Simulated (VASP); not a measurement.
Wanted: the native input for a VASP 6.6.1 run.

```
Task                   : single point
Functional             : PBE
Potentials or basis    : VASP PAW PBE potentials, release 64 (Ge_d, Si)
Cutoff                 : 520 eV
k mesh                 : 7 × 7 × 1
Occupations            : gaussian, width 0.1 eV
Spin                   : no spin polarisation
Dipole correction      : yes
Further INCAR settings : ALGO = Normal; EDIFF = 1e-06; NBANDS = 38
```

The structure of SiGe4 lies in POSCAR:

```
SiGe4
1.0
    4.0740542171      0.0000000000      0.0000000000
    0.0000000000      4.0740542171      0.0000000000
    0.0000000000      0.0000000000     19.8557569412
Ge Si
4 1
Direct
    0.0000000000      0.5000000000      0.2014529092
    0.0000000000      0.0000000000      0.2739958843
    0.5000000000      0.0000000000      0.3493666172
    0.5000000000      0.5000000000      0.4208228861
    0.7500000000      0.7500000000      0.5096636342
```

The input as run:

INCAR

```
SYSTEM = SiGe4
PREC     = Accurate       ! precision mode
ENCUT    = 520            ! plane-wave cutoff, eV
EDIFF    = 1E-6           ! SCF threshold, eV
ISMEAR   = 0              ! smearing method
SIGMA    = 0.1            ! smearing width, eV
LREAL    = .FALSE.        ! projectors in reciprocal space
LASPH    = .TRUE.         ! aspherical terms in the spheres
NELM     = 100            ! most SCF steps
ALGO     = Normal         ! electronic algorithm
ISIF     = 2              ! what is computed and relaxed
LWAVE    = .FALSE.        ! write WAVECAR
LCHARG   = .FALSE.        ! write CHGCAR
LDIPOL   = .TRUE.       
IDIPOL   = 3            
DIPOL    = 0.5 0.5 0.351
GGA      = PE             ! functional
NBANDS   = 38             ! bands
```

KPOINTS

```
Automatic mesh
0
G
  7 7 1
  0 0 0
```

Potentials or basis: VASP PAW PBE potentials, release 64 (Ge_d, Si).

Command:

```bash
$ cat potpaw_PBE.64/Ge_d/POTCAR potpaw_PBE.64/Si/POTCAR > POTCAR
$ mpirun -np 1 vasp_std > vasp.out
```

Results of the run:

The largest force is 0.613 eV/Å and the band gap on the k mesh is zero (bands 30 and 31 overlap by 0.93 eV).

It took 5.8 min on 1 thread of Intel(R) Xeon(R) 6975P-C (Granite Rapids), with other jobs on the host, peak memory 0.5 GiB.
